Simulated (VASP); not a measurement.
Input of a VASP 6.6.1 run:

POSCAR

```
KCl
1.0
    5.5773230012      0.0000000000      0.0000000000
   -2.7886615006      4.8301034041      0.0000000000
    0.0000000000      0.0000000000      6.5118213366
K Cl
2 2
Direct
    0.3333333333      0.6666666667     -0.0625000000
    0.6666666667      0.3333333333      0.4375000000
    0.3333333333      0.6666666667      0.4375000000
    0.6666666667      0.3333333333      0.9375000000
```

The input INCAR.step1:

```
PREC = Accurate ; ENCUT = 520
ISMEAR = 0 ; SIGMA = 0.01
LREAL = F ; LASPH = T
NELM = 80 ; NBANDS = 24
GGA = PE ; ALGO = Normal
EDIFF = 1E-4 ; LWAVE = T
LCHARG = F
```

File INCAR.step2:

```
PREC = Accurate ; ENCUT = 520
EDIFF = 1E-7 ; ISMEAR = 0
SIGMA = 0.01 ; LREAL = F
LASPH = T ; NELM = 80
ALGO = Normal ; ISIF = 2
LWAVE = F ; LCHARG = F
METAGGA = R2SCAN ; LMIXTAU = T
NBANDS = 24 ; ISTART = 1
```

File KPOINTS:

```
Automatic mesh
0
Gamma
  6 6 4
```

Potentials or basis: VASP PAW PBE potentials, release 64 (K_sv, Cl).

Run with:

```bash
$ cat potpaw_PBE.64/K_sv/POTCAR potpaw_PBE.64/Cl/POTCAR > POTCAR
$ cp INCAR.step1 INCAR
$ mpirun -np 1 vasp_std > vasp.out
$ cp INCAR.step2 INCAR
$ mpirun -np 1 vasp_std > vasp.out
```

Q: What does it give for the pressure?

A: -1.4 GPa.

Q: Predict the band gap on the k mesh.

A: 5.15 eV.

Stress tensor (GPa, compression positive):
```
-1.29  0.00  0.00
 0.00 -1.29  0.00
 0.00  0.00 -1.58
```

Caveat: the cell differs from its parent crystal (strain +4.4%); the structure was generated, so it needn't be the stable form of KCl; the PAW data sets were made with another functional, which shifts forces and pressure a little. A k mesh can miss the band edges.
